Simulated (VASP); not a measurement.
A run of VASP 6.6.1 is set up as follows.

Contents of POSCAR:

```
Na2S
1.0
    0.0000000000      3.2554286337      3.2554286337
    3.2554286337      0.0000000000      3.2554286337
    3.2554286337      3.2554286337      0.0000000000
Na S
2 1
Direct
    0.2500000000      0.2500000000      0.2500000000
    0.7500000000      0.7500000000      0.7500000000
    0.0000000000      0.0000000000      0.0000000000
```

INCAR.step1

```
SYSTEM = Na2S
PREC = Accurate
ENCUT = 500
EDIFF = 1E-8
ISMEAR = 0
SIGMA = 0.01
LREAL = .FALSE.
LASPH = .TRUE.
NELM = 60
ALGO = Normal
LWAVE = .TRUE.
LCHARG = .FALSE.
GGA = PE
```

File INCAR.step2:

```
SYSTEM = Na2S
PREC = Accurate
ENCUT = 500
EDIFF = 1E-8
ISMEAR = 0
SIGMA = 0.01
LREAL = .FALSE.
LASPH = .TRUE.
NELM = 1
ALGO = Exact
LWAVE = .TRUE.
LCHARG = .FALSE.
GGA = PE
NBANDS = 271
LOPTICS = .TRUE.
ISTART = 1
```

File INCAR.step3:

```
SYSTEM = Na2S
PREC = Accurate
ENCUT = 500
EDIFF = 1E-8
ISMEAR = 0
SIGMA = 0.01
LREAL = .FALSE.
LASPH = .TRUE.
ALGO = EVGW0
LWAVE = .FALSE.
LCHARG = .FALSE.
GGA = PE
NELMGW = 1
NBANDS = 271
ENCUTGW = 140.0
NOMEGA = 48
PRECFOCK = Fast
ISTART = 1
NBANDSGW = 20
```

File KPOINTS:

```
Automatic mesh
0
G
  4 4 4
  0 0 0
```

Potentials or basis: VASP PAW PBE potentials, release 64 (Na_sv_GW, S_GW).

Command:

```sh
$ cat potpaw_PBE.64/Na_sv_GW/POTCAR potpaw_PBE.64/S_GW/POTCAR > POTCAR
$ cp INCAR.step1 INCAR
$ mpirun -np 1 vasp_std > vasp.out
$ cp INCAR.step2 INCAR
$ mpirun -np 1 vasp_std > vasp.out
$ cp INCAR.step3 INCAR
$ mpirun -np 1 vasp_std > vasp.out
```

(1) Estimate the quasiparticle gap.

(2) Estimate the least direct quasiparticle gap.

(3) Estimate the band gap on the k mesh, mean-field level.

Results:

(1) 4.37 eV.

(2) 4.37 eV.

(3) 2.54 eV, direct.

Caveat: bands, screening cutoff and mesh are small and nothing is extrapolated, so the quasiparticle values aren't converged.
